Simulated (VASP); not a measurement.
# Rh (Fm-3m) in VASP: further runs

Rh is run at these levels: PBE; tasks: single point.

Program: VASP 6.6.1. These are calculated values, not measurements. Logs are shortened: lines on timing, memory, paths and dates and some standing lists are left out, and cuts for length are marked.

## 1. The cell of the first run

Symmetry: Fm-3m, No. 225, cubic system. The conventional cell has a = 3.613 Å, b = 3.613 Å, c = 3.613 Å, α = 90.00°, β = 90.00°, γ = 90.00°. Rh (site symmetry m-3m) has 12 Rh at 2.55 Å within 3.4 Å.

## 2. Single point, PBE (strain -0.050 along x and y, -0.050 along z)

INCAR

```
PREC = Accurate ; ENCUT = 520
EDIFF = 1E-6 ; ISMEAR = 0
SIGMA = 0.15 ; LREAL = False
LASPH = True ; NELM = 80
ALGO = Normal ; ISIF = 2
LWAVE = False ; LCHARG = True
GGA = PE ; LELF = True
LVHAR = True ; NBANDS = 14
```

KPOINTS

```
Automatic mesh
0
Gamma
  22 22 22
```

POSCAR

```
Rh
1.0
    0.0000000000      1.8064725000      1.8064725000
    1.8064725000      0.0000000000      1.8064725000
    1.8064725000      1.8064725000      0.0000000000
Rh
1
Direct
    0.0000000000      0.0000000000      0.0000000000
```

Potentials or basis: VASP PAW PBE potentials, release 64 (Rh_pv).

Launch:

```bash
cat potpaw_PBE.64/Rh_pv/POTCAR > POTCAR
mpirun -np 1 vasp_std > vasp.out
```

OUTCAR:

```text
PREC = Accurate
   ENCUT = 520
   EDIFF = 1E-6
   ISMEAR = 0
   LREAL = False
   LASPH = True
   NELM = 80
   ISIF = 2
   GGA = PE

 ion  position               nearest neighbor table
   1  0.000  0.000  0.000-

  LATTYP: Found a face centered cubic cell.
 ALAT       =     3.6129450000

  Lattice vectors:

 A1 = (   0.0000000000,   1.8064725000,   1.8064725000)
 A2 = (   1.8064725000,   0.0000000000,   1.8064725000)
 A3 = (   1.8064725000,   1.8064725000,   0.0000000000)

Analysis of symmetry for initial positions (statically):
=====================================================================
 Subroutine PRICEL returns:
 Original cell was already a primitive cell.

 Routine SETGRP: Setting up the symmetry group for a
 face centered cubic supercell.

 Subroutine GETGRP returns: Found 48 space group operations
 (whereof 48 operations were pure point group operations)
 out of a pool of 48 trial point group operations.

The static configuration has the point symmetry O_h .

Analysis of symmetry for dynamics (positions and initial velocities):
=====================================================================
 Subroutine PRICEL returns:
 Original cell was already a primitive cell.

 Routine SETGRP: Setting up the symmetry group for a
 face centered cubic supercell.

 Subroutine GETGRP returns: Found 48 space group operations
 (whereof 48 operations were pure point group operations)
 out of a pool of 48 trial point group operations.

The dynamic configuration has the point symmetry O_h .

 Subroutine INISYM returns: Found 48 space group operations
 (whereof 48 operations are pure point group operations),
 and found     1 'primitive' translations

----------------------------------------------------------------------------------------

                                     Primitive cell

  volume of cell :      11.7903

  direct lattice vectors                    reciprocal lattice vectors
     0.000000000  1.806472500  1.806472500    -0.276782514  0.276782514  0.276782514
     1.806472500  0.000000000  1.806472500     0.276782514 -0.276782514  0.276782514
     1.806472500  1.806472500  0.000000000     0.276782514  0.276782514 -0.276782514

  length of vectors
     2.554737910  2.554737910  2.554737910     0.479401377  0.479401377  0.479401377

  position of ions in fractional coordinates (direct lattice)
     0.000000000  0.000000000  0.000000000

  ion indices of the primitive-cell ions
   primitive index   ion index
                 1           1

----------------------------------------------------------------------------------------

 KPOINTS: Automatic mesh

Automatic generation of k-mesh.
 Grid dimensions read from file:
 generate k-points for:   22   22   22

 Generating k-lattice:

  Cartesian coordinates                     Fractional coordinates (reciprocal lattice)
    -0.012581023  0.012581023  0.012581023     0.045454545  0.000000000  0.000000000
     0.012581023 -0.012581023  0.012581023     0.000000000  0.045454545  0.000000000
     0.012581023  0.012581023 -0.012581023     0.000000000  0.000000000  0.045454545

  Length of vectors
     0.021790972  0.021790972  0.021790972

  Shift w.r.t. Gamma in fractional coordinates (k-lattice)
     0.000000000  0.000000000  0.000000000

 Subroutine IBZKPT returns following result:
 ===========================================

 Found    328 irreducible k-points:

 Following reciprocal coordinates:
            Coordinates               Weight
  0.000000  0.000000  0.000000      1.000000
  0.045455  0.000000  0.000000      8.000000
  0.090909  0.000000  0.000000      8.000000
  0.136364  0.000000  0.000000      8.000000
  0.181818  0.000000  0.000000      8.000000
  0.227273  0.000000  0.000000      8.000000
[... 16 lines left out ...]
  0.500000  0.045455  0.000000     24.000000
 -0.454545  0.045455  0.000000     24.000000
 [... further k-points ...]
   k-points           NKPTS =    328   k-points in BZ     NKDIM =    328   number of bands    NBANDS=     14
   number of dos      NEDOS =    301   number of ions     NIONS =      1
   total plane-waves  NPLWV =   8000
   dimension x,y,z NGX =    20 NGY =   20 NGZ =   20
   dimension x,y,z NGXF=    40 NGYF=   40 NGZF=   40
   ions per type =               1
   NGX,Y,Z   is equivalent  to a cutoff of  13.01, 13.01, 13.01 a.u.
   NGXF,Y,Z  is equivalent  to a cutoff of  26.03, 26.03, 26.03 a.u.
 SYSTEM =  unknown system
   PREC   = accura    normal or accurate (medium, high low for compatibility)
   ISTART =      0    job   : 0-new  1-cont  2-samecut
   ICHARG =      2    charge: 1-file 2-atom 10-const
   ISPIN  =      1    spin polarized calculation?
   LNONCOLLINEAR =      F non collinear calculations
   LSORBIT =      F    spin-orbit coupling
   LASPH  =      T    aspherical Exc in radial PAW
   ENCUT  =  520.0 eV  38.22 Ry    6.18 a.u.   4.75  4.75  4.75*2*pi/ulx,y,z
   NELM   =     80;   NELMIN=  2; NELMDL= -5     # of ELM steps
   EDIFF  = 0.1E-05   stopping-criterion for ELM
   LREAL  =      F    real-space projection
   EDIFFG = 0.1E-04   stopping-criterion for IOM
   NSW    =      0    number of steps for IOM
   IBRION =     -1    ionic relax: 0-MD 1-quasi-New 2-CG
   NFREE  =      0    steps in history (QN), initial steepest desc. (CG)
   ISIF   =      2    stress and relaxation
   ISYM   =      2    0-nonsym 1-usesym 2-fastsym
   POTIM  = 0.5000    time-step for ionic-motion
   TEBEG  =    0.0;   TEEND  =   0.0 temperature during run
   PSTRESS=    0.0 pullay stress
   NELECT =      15.0000    total number of electrons
   NUPDOWN=      -1.0000    fix difference up-down
   EMIN   =  10.00;   EMAX   =-10.00  energy-range for DOS
   EFERMI =   0.00;   METHOD = LEGACY
   ISMEAR =     0;   SIGMA  =   0.15  broadening in eV -4-tet -1-fermi 0-gaus
   EFERMI_NEDOS =   21; number of points for ismear=-14 and -15
   IALGO  =     38    algorithm
   IMIX   =      4    mixing-type and parameters
     AMIX     =   0.40;   BMIX     =  1.00
     AMIX_MAG =   1.60;   BMIX_MAG =  1.00
  volume/ion in A,a.u.               =      11.79        79.56
  Fermi-wavevector in a.u.,A,eV,Ry     =   1.773906  3.352196 42.814023  3.146742
  Thomas-Fermi vector in A             =   2.840005
   LORBIT       =      0    0 simple, 1 ext, 2 COOP (PROOUT), +10 PAW based schemes
   GGA     = PE    functional components
   LHFCALC =     F    Hartree Fock is set to
   AEXX    =    0.0000 exact exchange contribution
   IVDW    =     0    specifies the selected vdW correction
   LEPSILON=     F    determine dielectric tensor
   LRPA    =     F    only Hartree local field effects (RPA)
 non-spin polarized calculation
 Gauss-broadening in eV      SIGMA  =   0.15
  energy-cutoff  :      520.00
  volume of cell :       11.79
 maximum number of plane-waves:       332
   NGX =  9   NGY =  9   NGZ =  9

 number of electron      15.0000003 magnetization

 Free energy of the ion-electron system (eV)
  ---------------------------------------------------
  ext. energy  EPLUGINS =         0.00000000
  ---------------------------------------------------
  free energy    TOTEN  =        -6.84731257 eV

  energy without entropy =       -6.83543059  energy(sigma->0) =       -6.84137158

 E-fermi :  14.9577     XC(G=0): -15.0471

 val. band max:       14.9565392128   @ k =   0.3182   0.2727   0.0455
 cond. band min:      14.9586487477   @ k =   0.3182   0.1818   0.0455
 fundamental gap:      0.0021095349
 Fermi energy:        14.9577167217

 k-point     1 :       0.0000    0.0000    0.0000
  band No.  band energies     occupation
      1     -31.6928      2.00000
      2     -31.6928      2.00000
      3     -31.6928      2.00000
      4       5.8395      2.00000
      5      11.0562      2.00000
      6      11.0562      2.00000
      7      11.0562      2.00000
      8      13.7127      2.00000
      9      13.7127      2.00000
     10      30.7107      0.00000
     11      35.0423      0.00000
     12      37.0833      0.00000
     13      37.0833      0.00000
     14      37.0833      0.00000

 k-point     2 :       0.0455    0.0000    0.0000
  band No.  band energies     occupation
      1     -31.7191      2.00000
      2     -31.6962      2.00000
      3     -31.6962      2.00000
      4       5.9374      2.00000
      5      11.0069      2.00000
      6      11.0974      2.00000
      7      11.0974      2.00000
      8      13.6864      2.00000
      9      13.6864      2.00000
     10      30.8728      0.00000
     11      35.0421      0.00000
     12      36.5767      0.00000
     13      37.2405      0.00000
     14      37.2405      0.00000

 k-point     3 :       0.0909    0.0000    0.0000
  band No.  band energies     occupation
      1     -31.7955      2.00000
      2     -31.7061      2.00000
      3     -31.7061      2.00000
      4       6.2206      2.00000
      5      10.8769      2.00000
      6      11.2106      2.00000
      7      11.2106      2.00000
      8      13.6213      2.00000
      9      13.6213      2.00000
     10      31.3311      0.00000
     11      35.0393      0.00000
     12      35.4440      0.00000
     13      37.7030      0.00000
     14      37.7030      0.00000
[... 324 lines left out ...]
 k-point    23 :       0.5000    0.0455    0.0000
  band No.  band energies     occupation
      1     -32.9141      2.00000
      2     -31.8739      2.00000
      3     -31.8637      2.00000
      4       7.5150      2.00000
      5      10.8620      2.00000
      6      11.0111      2.00000
      7      14.5948      1.99938
      8      15.7213      0.00000
      9      16.6823      0.00000
     10      25.3737      0.00000
     11      30.4631      0.00000
     12      35.0451      0.00000
     13      37.4941      0.00000
     14      37.5295      0.00000

 k-point    24 :      -0.4545    0.0455    0.0000
  band No.  band energies     occupation
      1     -32.9062      2.00000
      2     -31.8774      2.00000
      3     -31.8581      2.00000
      4       7.5259      2.00000
      5      10.8826      2.00000
      6      11.0094      2.00000
      7      14.5685      1.99976
      8      15.5924      0.00000
      9      16.6543      0.00000
     10      25.5076      0.00000
     11      30.5077      0.00000
     12      35.0450      0.00000
     13      37.3627      0.00000
     14      37.8202      0.00000

 [... further k-points ...]

------------------------ aborting loop because EDIFF is reached ----------------------------------------

  FORCE on cell =-STRESS in cart. coord.  units (eV):
  Direction    XX          YY          ZZ          XY          YZ          ZX
  --------------------------------------------------------------------------------------
  -------------------------------------------------------------------------------------
  Total        5.1967131      5.1967131      5.1967131      0.0000000      0.0000000      0.0000000
  in kB      706.1797554    706.1797554    706.1797554      0.0000000      0.0000000      0.0000000
  external PRESSURE =     706.1797554 kB  Pullay stress =       0.0000000 kB

 VOLUME and BASIS-vectors are now :
 -----------------------------------------------------------------------------
  energy-cutoff  :      520.00
  volume of cell :       11.79
      direct lattice vectors                 reciprocal lattice vectors
     0.000000000  1.806472500  1.806472500    -0.276782514  0.276782514  0.276782514
     1.806472500  0.000000000  1.806472500     0.276782514 -0.276782514  0.276782514
     1.806472500  1.806472500  0.000000000     0.276782514  0.276782514 -0.276782514

 POSITION                                       TOTAL-FORCE (eV/Angst)
 -----------------------------------------------------------------------------------
      0.00000      0.00000      0.00000         0.000000      0.000000     -0.000000
 -----------------------------------------------------------------------------------
    total drift:                               -0.000000     -0.000000     -0.000000

  FREE ENERGIE OF THE ION-ELECTRON SYSTEM (eV)
  ---------------------------------------------------
  free  energy   TOTEN  =        -6.8473125684 eV

  energy  without entropy=       -6.8354305925  energy(sigma->0) =       -6.84137158
```

Wall time 36 s (1 thread of AMD EPYC 7R13 (Zen 3), shared host); peak memory 0.13 GiB.

Results:

| Quantity | Value |
| --- | --- |
| Free energy | -6.8473 eV |
| Pressure | 70.6 GPa |

Caveat: the cell differs from its parent crystal (strain -0.050 along x and y, -0.050 along z).

## 3. Single point, PBE (strain -0.025 along x and y, -0.025 along z)

INCAR

```
  PREC = Accurate
  ENCUT = 520
  EDIFF = 1E-6
  ISMEAR = 0
  SIGMA = 0.15
  LREAL = False
  LASPH = True
  NELM = 60
  ALGO = Normal
  ISIF = 2
  LWAVE = False
  LCHARG = True
  GGA = PE
  LELF = True
  LVHAR = True
  NBANDS = 14
```

KPOINTS

```
regular mesh
0
Gamma
  22 22 22
```

POSCAR

```
Rh
1.0
    0.0000000000      1.8540112500      1.8540112500
    1.8540112500      0.0000000000      1.8540112500
    1.8540112500      1.8540112500      0.0000000000
Rh
1
Direct
    0.0000000000      0.0000000000      0.0000000000
```

Potentials or basis: VASP PAW PBE potentials, release 64 (Rh_pv).

Launch:

```bash
cat potpaw_PBE.64/Rh_pv/POTCAR > POTCAR
mpirun -np 1 vasp_std > vasp.out
```

Run time: 42 s. Hardware: 1 thread of AMD EPYC 7R13 (Zen 3), shared host; peak memory 0.13 GiB.

It converged, with:

- Free energy: -7.1466 eV
- Pressure: 32.2 GPa

Levels at points of the mesh, in eV from the Fermi level:
```csv
k point,band 4,band 5,band 6,band 7,band 8,band 9,band 10,band 11
"(0.00, 0.00, 0.00)",-8.52,-3.46,-3.46,-3.46,-1.11,-1.11,15.91,20.31
"(0.50, 0.00, 0.00)",-6.78,-3.55,-3.55,0.66,0.66,0.66,9.47,15.45
"(0.50, 0.50, 0.00)",-7.07,-6.66,0.63,1.13,1.13,3.38,13.29,13.78
```

Caveat: the cell differs from its parent crystal (strain -0.025 along x and y, -0.025 along z).
